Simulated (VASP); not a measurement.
# CuSi12: single point with PBE+D3(BJ)

CuSi12:

```
CELL_PARAMETERS angstrom
6.70304 0.00000 0.00000
-3.35152 5.80500 0.00000
0.00000 0.00000 6.49369
ATOMIC_POSITIONS crystal
Si 0.66667 0.66667 0.74947
Si 0.33333 0.00000 0.74947
Si 0.00000 0.33333 0.74947
Si 0.00000 0.66667 0.81723
Si 0.66667 0.00000 0.81723
Si 0.33333 0.33333 0.81723
Si 0.00000 0.66667 0.18277
Si 0.66667 0.00000 0.18277
Si 0.33333 0.33333 0.18277
Si 0.66667 0.66667 0.25053
Si 0.33333 0.00000 0.25053
Si 0.00000 0.33333 0.25053
Cu 0.00000 0.00000 0.00000
```

| Quantity | Value |
| --- | --- |
| Program | VASP 6.6.1 |
| Task | single point |
| Functional | PBE |
| Dispersion | D3(BJ) |
| Potentials or basis | VASP PAW PBE potentials, release 64 (Si, Cu) |
| Cutoff | 520 eV |
| k mesh | 3 × 3 × 4 |
| Occupations | gaussian, width 0.1 eV |
| Spin | no spin polarisation |

The pressure is 5.2 GPa and the largest force is 2.383 eV/Å. The band gap on the k mesh is zero (an odd number of electrons rules out a gap without spin polarisation). The dispersion energy per atom is -0.326 eV.

Forces in eV/Å, atoms in the order of the input:
```
Si  -0.026 -0.045 -2.383
Si   0.052  0.000 -2.383
Si  -0.026  0.045 -2.383
Si   0.094 -0.162 -0.060
Si  -0.187  0.000 -0.060
Si   0.094  0.162 -0.060
Si   0.094 -0.162  0.060
Si  -0.187  0.000  0.060
Si   0.094  0.162  0.060
Si  -0.026 -0.045  2.383
Si   0.052  0.000  2.383
Si  -0.026  0.045  2.383
Cu   0.000  0.000  0.000
```

Stress tensor (GPa, compression positive):
```
6.94 0.00 0.00
0.00 6.94 0.00
0.00 0.00 1.59
```

Levels at points of the mesh, in eV from the Fermi level:
| k point | band 28 | band 29 | band 30 | band 31 | band 32 | band 33 |
| --- | --- | --- | --- | --- | --- | --- |
| (0.00, 0.00, 0.00) | -1.10 | -0.56 | 0.90 | 1.04 | 1.19 | 1.19 |
| (0.00, 0.00, 0.50) | -0.49 | -0.49 | -0.22 | -0.11 | -0.11 | 1.40 |

Wall time 2.8 min on 1 thread of Intel(R) Xeon(R) Platinum 8259CL CPU @ 2.50GHz (Skylake/Cascade Lake) (shared host), peak memory 0.37 GiB.

Caveat: the k points lie up to 0.36 Å⁻¹ apart, too coarse for converged energies and pressures of a metal; forces of over 1 eV/Å act on the atoms, so gaps and moduli don't describe the material at rest.
